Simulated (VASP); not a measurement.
Write the native input for VASP 6.6.1 that does the following.

```
Task                   : single point
Functional             : PBE
Potentials or basis    : VASP PAW PBE potentials, release 64 (Al, N)
Cutoff                 : 520 eV
k mesh                 : 14 × 14 × 14
Occupations            : fermi-dirac, width 0.08 eV
Spin                   : no spin polarisation
Dipole correction      : no
Further INCAR settings : ALGO = Normal; EDIFF = 1e-06; NBANDS = 11
```

The structure of AlN (CsCl type) lies in POSCAR:

```
AlN
1.0
    2.6144803903      0.0000000000      0.0000000000
    0.0000000000      2.6144803903      0.0000000000
    0.0000000000      0.0000000000      2.6144803903
Al N
1 1
Direct
    0.0000000000      0.0000000000      0.0000000000
    0.5000000000      0.5000000000      0.5000000000
```

One way to write it, as run:

INCAR

```
SYSTEM = AlN
  PREC = Accurate
  ENCUT = 520
  EDIFF = 1E-6
  ISMEAR = -1
  SIGMA = 0.08
  LREAL = .FALSE.
  LASPH = .TRUE.
  NELM = 80
  ALGO = Normal
  ISIF = 2
  LWAVE = .FALSE.
  LCHARG = .FALSE.
  GGA = PE
  NBANDS = 11
```

KPOINTS

```
Automatic mesh
0
G
  14 14 14
  0 0 0
```

Potentials or basis: VASP PAW PBE potentials, release 64 (Al, N).

Launch:

```bash
$ cat potpaw_PBE.64/Al/POTCAR potpaw_PBE.64/N/POTCAR > POTCAR
$ mpirun -np 1 vasp_std > vasp.out
```

Results of the run:

| Property | Result |
| --- | --- |
| Pressure | -0.2 GPa |
| Band gap on the k mesh | zero (band 4 reaches 10.91 eV, above the bottom of band 5 at 9.99 eV) |

It took 30 s on 1 thread of AMD EPYC 7R13 (shared host), peak memory 0.1 GiB.
